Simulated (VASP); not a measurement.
# Ge3Pd (Pm-3m) in VASP: further runs

Runs on Ge3Pd. Level: PBE. Tasks: single point, relaxation of cell and atoms.

Everything below comes from runs of VASP 6.6.1. Logs are shortened: lines on timing, memory, paths and dates and some standing lists are left out, and cuts for length are marked.

## 1. The cell of the first run

It takes space group Pm-3m (No. 221, cubic). The conventional cell has a = 4.138 Å, b = 4.138 Å, c = 4.138 Å, α = 90.00°, β = 90.00°, γ = 90.00°. Within 3.9 Å of Ge (site symmetry 4/mmm) lie 8 Ge at 2.93 Å and 4 Pd at 2.93 Å. Within 3.9 Å of Pd (site symmetry m-3m) lie 12 Ge at 2.93 Å.

The cell was built from a structure type or drawn by symmetry, and may not be a known phase.

## 2. Single point, PBE

INCAR

```
  PREC = Accurate
  ENCUT = 520
  EDIFF = 1E-6
  ISMEAR = 0
  SIGMA = 0.1
  LREAL = False
  LASPH = True
  NELM = 60
  ALGO = Normal
  ISIF = 2
  LWAVE = False
  LCHARG = False
  GGA = PE
  NBANDS = 34
```

KPOINTS

```
regular mesh
0
Gamma
  4 4 4
```

POSCAR

```
Ge3Pd
1.0
    4.1377279248      0.0000000000      0.0000000000
    0.0000000000      4.1377279248      0.0000000000
    0.0000000000      0.0000000000      4.1377279248
Ge Pd
3 1
Direct
    0.0000000000      0.5000000000      0.5000000000
    0.5000000000      0.0000000000      0.5000000000
    0.5000000000      0.5000000000      0.0000000000
    0.0000000000      0.0000000000      0.0000000000
```

Potentials or basis: VASP PAW PBE potentials, release 64 (Ge_d, Pd).

Started as:

```sh
> cat potpaw_PBE.64/Ge_d/POTCAR potpaw_PBE.64/Pd/POTCAR > POTCAR
> mpirun -np 1 vasp_std > vasp.out
```

OUTCAR:

```text
PREC = Accurate
   ENCUT = 520
   EDIFF = 1E-6
   ISMEAR = 0
   LREAL = False
   LASPH = True
   NELM = 60
   ISIF = 2
   GGA = PE

 ion  position               nearest neighbor table
   1  0.000  0.500  0.500-   4 2.93   4 2.93   4 2.93   4 2.93
   2  0.500  0.000  0.500-   4 2.93   4 2.93   4 2.93   4 2.93
   3  0.500  0.500  0.000-   4 2.93   4 2.93   4 2.93   4 2.93
   4  0.000  0.000  0.000-   1 2.93   2 2.93   3 2.93   1 2.93   2 2.93   1 2.93   3 2.93   1 2.93
                             2 2.93   3 2.93   2 2.93   3 2.93

  LATTYP: Found a simple cubic cell.
 ALAT       =     4.1377279248

  Lattice vectors:

 A1 = (   4.1377279248,   0.0000000000,   0.0000000000)
 A2 = (   0.0000000000,   4.1377279248,   0.0000000000)
 A3 = (   0.0000000000,   0.0000000000,   4.1377279248)

Analysis of symmetry for initial positions (statically):
=====================================================================
 Subroutine PRICEL returns:
 Original cell was already a primitive cell.

 Routine SETGRP: Setting up the symmetry group for a
 simple cubic supercell.

 Subroutine GETGRP returns: Found 48 space group operations
 (whereof 48 operations were pure point group operations)
 out of a pool of 48 trial point group operations.

The static configuration has the point symmetry O_h .

Analysis of symmetry for dynamics (positions and initial velocities):
=====================================================================
 Subroutine PRICEL returns:
 Original cell was already a primitive cell.

 Routine SETGRP: Setting up the symmetry group for a
 simple cubic supercell.

 Subroutine GETGRP returns: Found 48 space group operations
 (whereof 48 operations were pure point group operations)
 out of a pool of 48 trial point group operations.

The dynamic configuration has the point symmetry O_h .

 Subroutine INISYM returns: Found 48 space group operations
 (whereof 48 operations are pure point group operations),
 and found     1 'primitive' translations

----------------------------------------------------------------------------------------

                                     Primitive cell

  volume of cell :      70.8412

  direct lattice vectors                    reciprocal lattice vectors
     4.137727925  0.000000000  0.000000000     0.241678529  0.000000000  0.000000000
     0.000000000  4.137727925  0.000000000     0.000000000  0.241678529  0.000000000
     0.000000000  0.000000000  4.137727925     0.000000000  0.000000000  0.241678529

  length of vectors
     4.137727925  4.137727925  4.137727925     0.241678529  0.241678529  0.241678529

  position of ions in fractional coordinates (direct lattice)
     0.000000000  0.500000000  0.500000000
     0.500000000  0.000000000  0.500000000
     0.500000000  0.500000000  0.000000000
     0.000000000  0.000000000  0.000000000

  ion indices of the primitive-cell ions
   primitive index   ion index
                 1           1
                 2           2
                 3           3
                 4           4

----------------------------------------------------------------------------------------

 KPOINTS: regular mesh

Automatic generation of k-mesh.
 Grid dimensions read from file:
 generate k-points for:    4    4    4

 Generating k-lattice:

  Cartesian coordinates                     Fractional coordinates (reciprocal lattice)
     0.060419632  0.000000000  0.000000000     0.250000000  0.000000000  0.000000000
     0.000000000  0.060419632  0.000000000     0.000000000  0.250000000  0.000000000
     0.000000000  0.000000000  0.060419632     0.000000000  0.000000000  0.250000000

  Length of vectors
     0.060419632  0.060419632  0.060419632

  Shift w.r.t. Gamma in fractional coordinates (k-lattice)
     0.000000000  0.000000000  0.000000000

 Subroutine IBZKPT returns following result:
 ===========================================

 Found     10 irreducible k-points:

 Following reciprocal coordinates:
            Coordinates               Weight
  0.000000  0.000000  0.000000      1.000000
  0.250000  0.000000  0.000000      6.000000
  0.500000  0.000000  0.000000      3.000000
  0.250000  0.250000  0.000000     12.000000
  0.500000  0.250000  0.000000     12.000000
  0.500000  0.500000  0.000000      3.000000
  0.250000  0.250000  0.250000      8.000000
  0.500000  0.250000  0.250000     12.000000
  0.500000  0.500000  0.250000      6.000000
  0.500000  0.500000  0.500000      1.000000
   k-points           NKPTS =     10   k-points in BZ     NKDIM =     10   number of bands    NBANDS=     34
   number of dos      NEDOS =    301   number of ions     NIONS =      4
   total plane-waves  NPLWV =  32768
   dimension x,y,z NGX =    32 NGY =   32 NGZ =   32
   dimension x,y,z NGXF=    64 NGYF=   64 NGZF=   64
   ions per type =               3   1
   NGX,Y,Z   is equivalent  to a cutoff of  12.86, 12.86, 12.86 a.u.
   NGXF,Y,Z  is equivalent  to a cutoff of  25.71, 25.71, 25.71 a.u.
 SYSTEM =  unknown system
   PREC   = accura    normal or accurate (medium, high low for compatibility)
   ISTART =      0    job   : 0-new  1-cont  2-samecut
   ICHARG =      2    charge: 1-file 2-atom 10-const
   ISPIN  =      1    spin polarized calculation?
   LNONCOLLINEAR =      F non collinear calculations
   LSORBIT =      F    spin-orbit coupling
   LASPH  =      T    aspherical Exc in radial PAW
   ENCUT  =  520.0 eV  38.22 Ry    6.18 a.u.   7.69  7.69  7.69*2*pi/ulx,y,z
   NELM   =     60;   NELMIN=  2; NELMDL= -5     # of ELM steps
   EDIFF  = 0.1E-05   stopping-criterion for ELM
   LREAL  =      F    real-space projection
   EDIFFG = 0.1E-04   stopping-criterion for IOM
   NSW    =      0    number of steps for IOM
   IBRION =     -1    ionic relax: 0-MD 1-quasi-New 2-CG
   NFREE  =      0    steps in history (QN), initial steepest desc. (CG)
   ISIF   =      2    stress and relaxation
   ISYM   =      2    0-nonsym 1-usesym 2-fastsym
   POTIM  = 0.5000    time-step for ionic-motion
   TEBEG  =    0.0;   TEEND  =   0.0 temperature during run
   PSTRESS=    0.0 pullay stress
   NELECT =      52.0000    total number of electrons
   NUPDOWN=      -1.0000    fix difference up-down
   EMIN   =  10.00;   EMAX   =-10.00  energy-range for DOS
   EFERMI =   0.00;   METHOD = LEGACY
   ISMEAR =     0;   SIGMA  =   0.10  broadening in eV -4-tet -1-fermi 0-gaus
   EFERMI_NEDOS =   21; number of points for ismear=-14 and -15
   IALGO  =     38    algorithm
   IMIX   =      4    mixing-type and parameters
     AMIX     =   0.40;   BMIX     =  1.00
     AMIX_MAG =   1.60;   BMIX_MAG =  1.00
  volume/ion in A,a.u.               =      17.71       119.51
  Fermi-wavevector in a.u.,A,eV,Ry     =   1.476774  2.790698 29.672418  2.180861
  Thomas-Fermi vector in A             =   2.591259
   LORBIT       =      0    0 simple, 1 ext, 2 COOP (PROOUT), +10 PAW based schemes
   GGA     = PE    functional components
   LHFCALC =     F    Hartree Fock is set to
   AEXX    =    0.0000 exact exchange contribution
   IVDW    =     0    specifies the selected vdW correction
   LEPSILON=     F    determine dielectric tensor
   LRPA    =     F    only Hartree local field effects (RPA)
 non-spin polarized calculation
 Gauss-broadening in eV      SIGMA  =   0.10
  energy-cutoff  :      520.00
  volume of cell :       70.84
 maximum number of plane-waves:      1935
 NGX is ok and might be reduce to    32
   NGX = 15   NGY = 15   NGZ = 15

 number of electron      52.0000048 magnetization

 Free energy of the ion-electron system (eV)
  ---------------------------------------------------
  ext. energy  EPLUGINS =         0.00000000
  ---------------------------------------------------
  free energy    TOTEN  =       -18.36475166 eV

  energy without entropy =      -18.34687023  energy(sigma->0) =      -18.35581094

 E-fermi :   7.6336     XC(G=0): -11.7243

 val. band max:        7.6082912057   @ k =   0.5000   0.2500   0.0000
 cond. band min:       7.6983036930   @ k =   0.5000   0.5000   0.0000
 fundamental gap:      0.0900124873
 Fermi energy:         7.6335713568

 k-point     1 :       0.0000    0.0000    0.0000
  band No.  band energies     occupation
      1     -17.1927      2.00000
      2     -17.1927      2.00000
      3     -17.1927      2.00000
      4     -17.1777      2.00000
      5     -17.1386      2.00000
      6     -17.1386      2.00000
[... 26 lines left out ...]
     33      13.2334      0.00000
     34      16.5962      0.00000

 k-point     2 :       0.2500    0.0000    0.0000
  band No.  band energies     occupation
      1     -17.1892      2.00000
      2     -17.1693      2.00000
      3     -17.1693      2.00000
      4     -17.1625      2.00000
      5     -17.1363      2.00000
      6     -17.1252      2.00000
[... 26 lines left out ...]
     33      12.6442      0.00000
     34      16.5843      0.00000

 k-point     3 :       0.5000    0.0000    0.0000
  band No.  band energies     occupation
      1     -17.1855      2.00000
      2     -17.1422      2.00000
      3     -17.1306      2.00000
      4     -17.1206      2.00000
      5     -17.1206      2.00000
      6     -17.1049      2.00000
[... 26 lines left out ...]
     33      15.1953      0.00000
     34      15.8607      0.00000
[... 186 lines left out ...]
 k-point     9 :       0.5000    0.5000    0.2500
  band No.  band energies     occupation
      1     -17.1485      2.00000
      2     -17.1485      2.00000
      3     -17.1419      2.00000
      4     -17.1375      2.00000
      5     -17.1339      2.00000
      6     -17.1339      2.00000
[... 26 lines left out ...]
     33      15.3667      0.00000
     34      18.4396      0.00000

 k-point    10 :       0.5000    0.5000    0.5000
  band No.  band energies     occupation
      1     -17.1509      2.00000
      2     -17.1509      2.00000
      3     -17.1509      2.00000
      4     -17.1473      2.00000
      5     -17.1455      2.00000
      6     -17.1455      2.00000
[... 26 lines left out ...]
     33      15.1554      0.00000
     34      20.7308      0.00000

------------------------ aborting loop because EDIFF is reached ----------------------------------------

  FORCE on cell =-STRESS in cart. coord.  units (eV):
  Direction    XX          YY          ZZ          XY          YZ          ZX
  --------------------------------------------------------------------------------------
  -------------------------------------------------------------------------------------
  Total        0.0042784      0.0042784      0.0042784      0.0000000     -0.0000000      0.0000000
  in kB        0.0967634      0.0967634      0.0967634      0.0000000     -0.0000000      0.0000000
  external PRESSURE =       0.0967634 kB  Pullay stress =       0.0000000 kB

 VOLUME and BASIS-vectors are now :
 -----------------------------------------------------------------------------
  energy-cutoff  :      520.00
  volume of cell :       70.84
      direct lattice vectors                 reciprocal lattice vectors
     4.137727925  0.000000000  0.000000000     0.241678529  0.000000000  0.000000000
     0.000000000  4.137727925  0.000000000     0.000000000  0.241678529  0.000000000
     0.000000000  0.000000000  4.137727925     0.000000000  0.000000000  0.241678529

 POSITION                                       TOTAL-FORCE (eV/Angst)
 -----------------------------------------------------------------------------------
      0.00000      2.06886      2.06886         0.000000      0.000000      0.000000
      2.06886      0.00000      2.06886         0.000000      0.000000      0.000000
      2.06886      2.06886      0.00000         0.000000      0.000000      0.000000
      0.00000      0.00000      0.00000         0.000000      0.000000      0.000000
 -----------------------------------------------------------------------------------
    total drift:                                0.000000     -0.000000     -0.000000

  FREE ENERGIE OF THE ION-ELECTRON SYSTEM (eV)
  ---------------------------------------------------
  free  energy   TOTEN  =       -18.3647516604 eV

  energy  without entropy=      -18.3468702272  energy(sigma->0) =      -18.35581094
```

Wall time 31 s (1 thread of Intel Xeon 8259CL, shared host); peak memory 0.18 GiB.

What came out:

```yaml
Free_energy: -18.3648 eV
Pressure: 0.0 GPa
Band_gap_on_the_k_mesh: zero (bands 26 and 27 overlap by 1.77 eV)
```

Levels at points of the mesh, in eV from the Fermi level:
```tsv
k point	band 22	band 23	band 24	band 25	band 26	band 27	band 28	band 29	band 30	band 31
(0.00, 0.00, 0.00)	-2.74	-2.74	-2.74	-1.64	-1.64	0.82	2.94	2.94	2.94	5.60
(0.50, 0.00, 0.00)	-2.70	-2.48	-0.35	-0.35	-0.07	-0.07	0.31	0.81	2.64	5.84
(0.50, 0.50, 0.00)	-2.47	-2.18	-2.14	-0.17	0.06	0.92	0.92	2.39	2.39	5.09
(0.50, 0.50, 0.50)	-4.42	-2.39	-2.39	-1.66	-1.66	-1.66	-0.36	7.45	7.45	7.52
```

Caveat: the k points lie up to 0.38 Å⁻¹ apart, too coarse for converged energies and pressures of a metal.

## 3. Single point, PBE

This run uses another cell than the first one, of 18.92 Å³/atom.

INCAR

```
SYSTEM = Ge3Pd
PREC = Accurate ; ENCUT = 520
EDIFF = 1E-7 ; ISMEAR = 0
SIGMA = 0.1 ; LREAL = .False.
LASPH = .True. ; NELM = 80
ALGO = Normal ; ISIF = 2
LWAVE = .False. ; LCHARG = .False.
GGA = PE ; NBANDS = 34
```

KPOINTS

```
Automatic mesh
0
Gamma
  4 4 4
  0 0 0
```

POSCAR

```
Ge3Pd
1.0
    4.2298049500      0.0000000000      0.0000000000
    0.0000000000      4.2298049500      0.0000000000
    0.0000000000      0.0000000000      4.2298049500
Ge Pd
3 1
Direct
    0.0000000000      0.5000000000      0.5000000000
    0.5000000000      0.0000000000      0.5000000000
    0.5000000000      0.5000000000      0.0000000000
    0.0000000000      0.0000000000      0.0000000000
```

Potentials or basis: VASP PAW PBE potentials, release 64 (Ge_d, Pd).

Started as:

```sh
> cat potpaw_PBE.64/Ge_d/POTCAR potpaw_PBE.64/Pd/POTCAR > POTCAR
> mpirun -np 1 vasp_std > vasp.out
```

OUTCAR:

```text
SYSTEM = Ge3Pd
   PREC = Accurate
   ENCUT = 520
   EDIFF = 1E-7
   ISMEAR = 0
   LREAL = .False.
   LASPH = .True.
   NELM = 80
   ISIF = 2
   GGA = PE

 ion  position               nearest neighbor table
   1  0.000  0.500  0.500-   4 2.99   4 2.99   4 2.99   4 2.99
   2  0.500  0.000  0.500-   4 2.99   4 2.99   4 2.99   4 2.99
   3  0.500  0.500  0.000-   4 2.99   4 2.99   4 2.99   4 2.99
   4  0.000  0.000  0.000-   1 2.99   2 2.99   3 2.99   1 2.99   2 2.99   1 2.99   3 2.99   1 2.99
                             2 2.99   3 2.99   2 2.99   3 2.99

  LATTYP: Found a simple cubic cell.
 ALAT       =     4.2298049500

  Lattice vectors:

 A1 = (   4.2298049500,   0.0000000000,   0.0000000000)
 A2 = (   0.0000000000,   4.2298049500,   0.0000000000)
 A3 = (   0.0000000000,   0.0000000000,   4.2298049500)

Analysis of symmetry for initial positions (statically):
=====================================================================
 Subroutine PRICEL returns:
 Original cell was already a primitive cell.

 Routine SETGRP: Setting up the symmetry group for a
 simple cubic supercell.

 Subroutine GETGRP returns: Found 48 space group operations
[... 155 lines left out ...]
 E-fermi :   6.8760     XC(G=0): -11.3792

 val. band max:        6.8604058677   @ k =   0.5000   0.2500   0.0000
 cond. band min:       6.9273297242   @ k =   0.5000   0.0000   0.0000
 fundamental gap:      0.0669238565
 Fermi energy:         6.8759525121

 k-point     1 :       0.0000    0.0000    0.0000
  band No.  band energies     occupation
      1     -17.9498      2.00000
      2     -17.9498      2.00000
      3     -17.9498      2.00000
      4     -17.9366      2.00000
      5     -17.9041      2.00000
      6     -17.9041      2.00000
[... 359 lines left out ...]
     33      13.8982      0.00000
     34      19.3839      0.00000

------------------------ aborting loop because EDIFF is reached ----------------------------------------

  FORCE on cell =-STRESS in cart. coord.  units (eV):
  Direction    XX          YY          ZZ          XY          YZ          ZX
  --------------------------------------------------------------------------------------
  -------------------------------------------------------------------------------------
  Total       -2.3879890     -2.3879890     -2.3879890      0.0000000      0.0000000     -0.0000000
  in kB      -50.5570684    -50.5570684    -50.5570684      0.0000000      0.0000000     -0.0000000
  external PRESSURE =     -50.5570684 kB  Pullay stress =       0.0000000 kB

 VOLUME and BASIS-vectors are now :
 -----------------------------------------------------------------------------
  energy-cutoff  :      520.00
  volume of cell :       75.68
      direct lattice vectors                 reciprocal lattice vectors
     4.229804950  0.000000000  0.000000000     0.236417521  0.000000000  0.000000000
     0.000000000  4.229804950  0.000000000     0.000000000  0.236417521  0.000000000
     0.000000000  0.000000000  4.229804950     0.000000000  0.000000000  0.236417521

 POSITION                                       TOTAL-FORCE (eV/Angst)
 -----------------------------------------------------------------------------------
      0.00000      2.11490      2.11490         0.000000      0.000000      0.000000
      2.11490      0.00000      2.11490         0.000000      0.000000      0.000000
      2.11490      2.11490      0.00000         0.000000      0.000000      0.000000
      0.00000      0.00000      0.00000         0.000000      0.000000      0.000000
 -----------------------------------------------------------------------------------
    total drift:                                0.000000     -0.000000     -0.000000

  FREE ENERGIE OF THE ION-ELECTRON SYSTEM (eV)
  ---------------------------------------------------
  free  energy   TOTEN  =       -18.2844954788 eV

  energy  without entropy=      -18.2653131251  energy(sigma->0) =      -18.27490430
```

OSZICAR:

```text
N       E                     dE             d eps       ncg     rms          rms(c)
DAV:   1     0.451452704823E+03    0.45145E+03   -0.24456E+04   818   0.407E+03
DAV:   2     0.581511024384E+02   -0.39330E+03   -0.38062E+03   680   0.810E+02
DAV:   3    -0.145926804690E+02   -0.72744E+02   -0.71246E+02   788   0.195E+02
DAV:   4    -0.183145005288E+02   -0.37218E+01   -0.36969E+01   768   0.492E+01
DAV:   5    -0.184050275570E+02   -0.90527E-01   -0.90503E-01   754   0.834E+00    0.409E+00
DAV:   6    -0.183359346913E+02    0.69093E-01   -0.48450E-01   752   0.495E+00    0.258E+00
DAV:   7    -0.182965368248E+02    0.39398E-01   -0.11313E-01   812   0.277E+00    0.153E+00
DAV:   8    -0.182849776338E+02    0.11559E-01   -0.40787E-02   768   0.131E+00    0.176E-01
DAV:   9    -0.182846049823E+02    0.37265E-03   -0.48823E-03   856   0.932E-01    0.118E-01
DAV:  10    -0.182844888212E+02    0.11616E-03   -0.68983E-04   708   0.187E-01    0.242E-02
DAV:  11    -0.182844960375E+02   -0.72163E-05   -0.55230E-05   786   0.749E-02    0.856E-03
DAV:  12    -0.182844951832E+02    0.85433E-06   -0.49677E-06   756   0.183E-02    0.386E-03
DAV:  13    -0.182844955743E+02   -0.39113E-06   -0.90009E-07   856   0.110E-02    0.629E-04
DAV:  14    -0.182844954788E+02    0.95490E-07   -0.52761E-08   376   0.313E-03
   1 F= -.18284495E+02 E0= -.18274904E+02  d E =-.191824E-01
```

Wall time 39 s (1 thread of Intel Xeon 8259CL, shared host); peak memory 0.18 GiB.

What came out:

* Free energy: -18.2845 eV
* Pressure: -5.1 GPa
* Band gap on the k mesh: zero (bands 26 and 27 overlap by 1.74 eV)

Caveat: the k points lie up to 0.37 Å⁻¹ apart, too coarse for converged energies and pressures of a metal.

[end of part 1 of 2]
